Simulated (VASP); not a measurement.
# Al (I4/mmm) in VASP: notebook, part 2 of 2

VASP 6.6.1. Earlier steps stand in the parts before.

**3. Single point, r2SCAN (strain -0.0450 x Voigt [0, 0, 1, 0, 0, 0])**

POSCAR

```
Al
1.0
    0.0000000000      2.0239800000      1.9329009000
    2.0239800000      0.0000000000      1.9329009000
    2.0239800000      2.0239800000      0.0000000000
Al
1
Direct
    0.0000000000      0.0000000000      0.0000000000
```

INCAR.step1

```
SYSTEM = Al
PREC = Accurate
ENCUT = 520
ISMEAR = 0
SIGMA = 0.2
LREAL = .FALSE.
LASPH = .TRUE.
NELM = 60
NBANDS = 8
GGA = PE
ALGO = Normal
EDIFF = 1E-4
LWAVE = .TRUE.
LCHARG = .FALSE.
```

INCAR.step2

```
SYSTEM = Al
PREC = Accurate
ENCUT = 520
EDIFF = 1E-6
ISMEAR = 0
SIGMA = 0.2
LREAL = .FALSE.
LASPH = .TRUE.
NELM = 60
ALGO = Normal
ISIF = 2
LWAVE = .FALSE.
LCHARG = .TRUE.
METAGGA = R2SCAN
LMIXTAU = .TRUE.
LELF = .TRUE.
LVHAR = .TRUE.
NBANDS = 8
ISTART = 1
```

KPOINTS

```
Automatic mesh
0
G
  20 20 20
  0 0 0
```

Potentials or basis: VASP PAW PBE potentials, release 64 (Al).

On the command line:

```console
$ cat potpaw_PBE.64/Al/POTCAR > POTCAR
$ cp INCAR.step1 INCAR
$ mpirun -np 1 vasp_std > vasp.out
$ cp INCAR.step2 INCAR
$ mpirun -np 1 vasp_std > vasp.out
```

OUTCAR:

```text
SYSTEM = Al
   PREC = Accurate
   ENCUT = 520
   EDIFF = 1E-6
   ISMEAR = 0
   LREAL = .FALSE.
   LASPH = .TRUE.
   NELM = 60
   ISIF = 2
   METAGGA = R2SCAN
   ISTART = 1

 ion  position               nearest neighbor table
   1  0.000  0.000  0.000-

  LATTYP: Found a body centered tetragonal cell.
 ALAT       =     2.8623399660
 C/A-ratio  =     1.3505739521

  Lattice vectors:

 A1 = (   0.0000000000,  -2.0239800000,  -1.9329009000)
 A2 = (   0.0000000000,   2.0239800000,  -1.9329009000)
 A3 = (   2.0239800000,   0.0000000000,   1.9329009000)

[... 436 lines left out ...]
      2       7.9530      1.99963
      3      19.3461      0.00000
      4      20.6938      0.00000
      5      21.1265      0.00000
      6      22.7281      0.00000
      7      24.6191      0.00000
      8      28.6887      0.00000

 [... further k-points ...]
[... 5 lines left out ...]
  --------------------------------------------------------------------------------------
  -------------------------------------------------------------------------------------
  Total       -0.0828398     -0.0828398      0.2666228      0.0000000     -0.0000000     -0.0000000
  in kB       -8.3810372     -8.3810372     26.9746496      0.0000000     -0.0000000     -0.0000000
  external PRESSURE =       3.4041917 kB  Pullay stress =       0.0000000 kB

 VOLUME and BASIS-vectors are now :
 -----------------------------------------------------------------------------
  energy-cutoff  :      520.00
  volume of cell :       15.84
      direct lattice vectors                 reciprocal lattice vectors
     0.000000000  2.023980000  1.932900900    -0.247038014  0.247038014  0.258678549
     2.023980000  0.000000000  1.932900900     0.247038014 -0.247038014  0.258678549
     2.023980000  2.023980000  0.000000000     0.247038014  0.247038014 -0.258678549

 POSITION                                       TOTAL-FORCE (eV/Angst)
 -----------------------------------------------------------------------------------
      0.00000      0.00000      0.00000         0.000000      0.000000      0.000000
 -----------------------------------------------------------------------------------
    total drift:                                0.000000      0.000000      0.000000

  FREE ENERGIE OF THE ION-ELECTRON SYSTEM (eV)
  ---------------------------------------------------
  free  energy   TOTEN  =        -6.7375934581 eV

  energy  without entropy=       -6.7308503737  energy(sigma->0) =       -6.73422192
```

OUTCAR.step1:

```text
SYSTEM = Al
   PREC = Accurate
   ENCUT = 520
   ISMEAR = 0
   LREAL = .FALSE.
   LASPH = .TRUE.
   NELM = 60
[... 482 lines left out ...]
 -----------------------------------------------------------------------------------
      0.00000      0.00000      0.00000         0.000000      0.000000      0.000000
 -----------------------------------------------------------------------------------
    total drift:                               -0.000000      0.000000     -0.000000

  FREE ENERGIE OF THE ION-ELECTRON SYSTEM (eV)
  ---------------------------------------------------
  free  energy   TOTEN  =        -3.7397177592 eV

  energy  without entropy=       -3.7324995173  energy(sigma->0) =       -3.73610864
```

It took 82 s on 1 thread of Intel Xeon 6975P-C (Granite Rapids), shared host; peak memory 0.19 GiB.

What came out:

* Free energy: -6.7376 eV
* Pressure: 0.3 GPa
* Band gap on the k mesh: zero (an odd number of electrons rules out a gap without spin polarisation)

Levels at points of the mesh, in eV from the Fermi level:
```
           k point  band 1  band 2  band 3  band 4  band 5  band 6
(0.00, 0.00, 0.00)  -12.14   13.41   13.41   13.93   15.69   15.87
(0.50, 0.00, 0.00)   -5.17   -4.59   11.72   12.17   12.76   13.18
(0.50, 0.50, 0.00)   -2.74   -1.01    5.08    5.59    5.59    9.75
(0.50, 0.00, 0.50)   -3.51   -2.00    5.69    6.38    6.69   10.63
```

Caveat: the cell differs from its parent crystal (strain -0.0450 x Voigt [0, 0, 1, 0, 0, 0]); the PAW data sets were made with another functional, which shifts forces and pressure a little.
